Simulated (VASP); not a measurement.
SnSe: single point with PBEsol

SnSe:

```
CELL_PARAMETERS angstrom
0.00000 3.01000 3.04010
3.01000 0.00000 3.04010
3.01000 3.01000 0.00000
ATOMIC_POSITIONS crystal
Sn 0.00000 0.00000 0.00000
Se 0.50000 0.50000 0.50000
```

This cell differs from its parent crystal: zz strain of +1 %.

```yaml
Program: VASP 6.6.1
Task: single point
Functional: PBEsol
Potentials_or_basis: VASP PAW PBE potentials, release 64 (Sn_d, Se)
Cutoff: 520 eV
k_mesh: 7 × 7 × 7
Occupations: fermi-dirac, width 0.01 eV
Spin: no spin polarisation
```

| Property | Result |
| --- | --- |
| Pressure | -2.3 GPa |
| Band gap on the k mesh | 0.70 eV (least direct gap 0.71 eV) |

Stress tensor (GPa, compression positive):
```
-1.98  0.00  0.00
 0.00 -1.98  0.00
 0.00  0.00 -3.05
```

Levels at points of the mesh, in eV from the valence-band top:
```tsv
k point	band 7	band 8	band 9	band 10	band 11	band 12	band 13	band 14
(0.00, 0.00, 0.00)	-5.06	-2.10	-2.10	-2.01	4.18	4.41	4.41	5.85
```

It took 44 s on 1 thread of Intel Xeon 8259CL, on a shared host, peak memory 0.2 GiB.

Caveat: the cell differs from its parent crystal (zz strain of +1 %); the PAW data sets were made with another functional, which shifts forces and pressure a little; spin-orbit coupling is left out, which moves the levels of the heavy elements; an odd mesh through Γ misses points on the zone boundary, where band edges can lie.
